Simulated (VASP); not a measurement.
Wanted: the native input for a VASP 6.6.1 run.

```
Task                   : relaxation of cell and atoms
Functional             : PBEsol
Potentials or basis    : VASP PAW PBE potentials, release 64 (Cs_sv)
Cutoff                 : 600 eV
k mesh                 : 6 × 6 × 6
Occupations            : fermi-dirac, width 0.05 eV
Spin                   : no spin polarisation
Target pressure        : 10 GPa
Dipole correction      : no
Further INCAR settings : ALGO = Fast; EDIFF = 1e-06; IBRION = 2; EDIFFG = -0.01; NSW = 60; ISIF = 3
```

The structure of Cs lies in POSCAR:

```
Cs
1.0
   -3.1284650614      3.1284650614      3.1284650614
    3.1284650614     -3.1284650614      3.1284650614
    3.1284650614      3.1284650614     -3.1284650614
Cs
1
Direct
    0.0000000000      0.0000000000      0.0000000000
```

The input as run:

INCAR

```
  PREC = Accurate
  ENCUT = 600
  EDIFF = 1E-6
  ISMEAR = -1
  SIGMA = 0.05
  LREAL = False
  LASPH = True
  NELM = 60
  ALGO = Fast
  ISIF = 3
  LWAVE = False
  LCHARG = False
  GGA = PS
  IBRION = 2
  NSW = 60
  EDIFFG = -0.01
  PSTRESS = 100.0
```

KPOINTS

```
regular mesh
0
Gamma
  6 6 6
```

Potentials or basis: VASP PAW PBE potentials, release 64 (Cs_sv).

The run is started by

```console
$ cat potpaw_PBE.64/Cs_sv/POTCAR > POTCAR
$ mpirun -np 1 vasp_std > vasp.out
```

Results of the run:

```yaml
Relaxed_volume: 34.21 Å³/atom
Relaxed_cell: a = 3.542 Å, b = 3.542 Å, c = 3.542 Å, α = 109.47°, β = 109.47°, γ = 109.47°
Space_group_after_relaxing_to_0.1_Å: Im-3m (No. 229)
Energy_change_on_relaxing_the_run_minimises_the_enthalpy: +1062.5 meV/atom
Ionic_steps: 6
Pressure_after_relaxing: 10.0 GPa
Band_gap_on_the_k_mesh: zero (an odd number of electrons rules out a gap without spin polarisation)
```

Caveat: the cell is relaxed towards a set pressure, so the run minimises the enthalpy, not the energy; the volume moved by over 15 % at a fixed basis, so the end points are rough; the PAW data sets were made with another functional, which shifts forces and pressure a little; spin-orbit coupling is left out, which moves the levels of the heavy elements.

Wall time 75 s on 1 thread of Intel(R) Xeon(R) Platinum 8559C (Emerald Rapids) (shared host), peak memory 0.35 GiB.
